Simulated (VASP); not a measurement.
A run of VASP 6.6.1:

File INCAR:

```
SYSTEM = BN
ALGO = Normal
EDIFF = 1E-7
ENCUT = 450
ISIF = 2
ISMEAR = 0
LASPH = .TRUE.
LCHARG = .FALSE.
LREAL = .FALSE.
LWAVE = .FALSE.
NELM = 100
PREC = Accurate
SIGMA = 0.02
```

File KPOINTS:

```
k-points
0
Gamma
  11 11 11
```

The input POSCAR:

```
BN
1.0
    0.0000000000      1.8130010000      1.8130010000
    1.8130010000      0.0000000000      1.8130010000
    1.8130010000      1.8130010000      0.0000000000
N B
1 1
Direct
    0.2401120000      0.2493350000      0.2628610000
    0.0028340000      0.0063430000     -0.0063740000
```

Potentials or basis: VASP PAW PBE potentials, release 64 (N, B).

Launch:

```console
$ cat potpaw_PBE.64/N/POTCAR potpaw_PBE.64/B/POTCAR > POTCAR
$ mpirun -np 1 vasp_std > vasp.out
```

Hardware: 1 thread of Intel(R) Xeon(R) 6975P-C (Granite Rapids), with other jobs on the host.

Question: How long does it take, and how much memory?

Answer: It took 28 s on 1 thread of Intel(R) Xeon(R) 6975P-C (Granite Rapids) (shared host), peak memory 0.15 GiB. Counts: scf iterations 13, k points 666.
